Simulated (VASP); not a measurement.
A run of VASP 6.6.1 is set up as follows.

File INCAR:

```
SYSTEM = Zn
ALGO = Normal
EDIFF = 1E-6
ENCUT = 520
GGA = PE
ISIF = 2
ISMEAR = 0
LASPH = .True.
LCHARG = .True.
LELF = .True.
LREAL = .False.
LVHAR = .True.
LWAVE = .False.
NBANDS = 19
NELM = 100
PREC = Accurate
SIGMA = 0.1
```

KPOINTS

```
k-points
0
Gamma
  6 6 6
  0 0 0
```

POSCAR

```
Zn
1.0
    1.7027078821      0.9830588541      3.1574676246
   -1.7027078821      0.9830588541      3.1574676246
    0.0000000000     -1.9661177082      3.1574676246
Zn
2
Direct
    0.2275400000      0.2275400000      0.2275400000
    0.7724600000      0.7724600000      0.7724600000
```

Potentials or basis: VASP PAW PBE potentials, release 64 (Zn).

Run with:

```sh
$ cat potpaw_PBE.64/Zn/POTCAR > POTCAR
$ mpirun -np 1 vasp_std > vasp.out
```

Estimate the largest force.

2.373 eV/Å.

What does it give for the pressure?

17.5 GPa.

What does it give for the band gap on the k mesh?

Zero (band 12 reaches 7.27 eV, above the bottom of band 13 at 1.15 eV).

Stress tensor (GPa, compression positive):
```
18.74  0.00  0.00
 0.00 18.74  0.00
 0.00  0.00 14.88
```

Caveat: the k points lie up to 0.37 Å⁻¹ apart; forces of over 1 eV/Å act on the atoms, so gaps and moduli don't describe the material at rest.
